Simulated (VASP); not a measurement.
A run of VASP 6.6.1:

Contents of POSCAR:

```
Li
1.0
   -1.7546500000      1.7546500000      1.7546500000
    1.7546500000     -1.7546500000      1.7546500000
    1.7546500000      1.7546500000     -1.7546500000
Li
1
Direct
    0.0000000000      0.0000000000      0.0000000000
```

The input INCAR.step1:

```
PREC = Accurate
ENCUT = 600
ISMEAR = -1
SIGMA = 0.05
LREAL = False
LASPH = True
NELM = 100
GGA = PE
ALGO = Normal
EDIFF = 1E-4
LWAVE = True
LCHARG = False
```

File INCAR.step2:

```
PREC = Accurate
ENCUT = 600
EDIFF = 1E-6
ISMEAR = -1
SIGMA = 0.05
LREAL = False
LASPH = True
NELM = 100
ALGO = Normal
ISIF = 3
LWAVE = False
LCHARG = False
METAGGA = R2SCAN
LMIXTAU = True
LUSE_VDW = True
IVDW_NL = 2
BPARAM = 11.95
CPARAM = 0.0093
IBRION = 2
NSW = 60
EDIFFG = -0.01
ISTART = 1
```

Contents of KPOINTS:

```
regular mesh
0
Gamma
  11 11 11
```

Potentials or basis: VASP PAW PBE potentials, release 64 (Li_sv).

Run with:

```bash
$ cat potpaw_PBE.64/Li_sv/POTCAR > POTCAR
$ cp INCAR.step1 INCAR
$ mpirun -np 1 vasp_std > vasp.out
$ cp INCAR.step2 INCAR
$ mpirun -np 1 vasp_std > vasp.out
```

Hardware: 1 thread of Intel(R) Xeon(R) Platinum 8488C (Sapphire Rapids) (shared host).

Task: Estimate the wall time of this run.

Result: Run time: 4 min on 1 thread of Intel(R) Xeon(R) Platinum 8488C (Sapphire Rapids), on a shared host, peak memory 0.2 GiB. Counts: k points 56, ion steps 6.
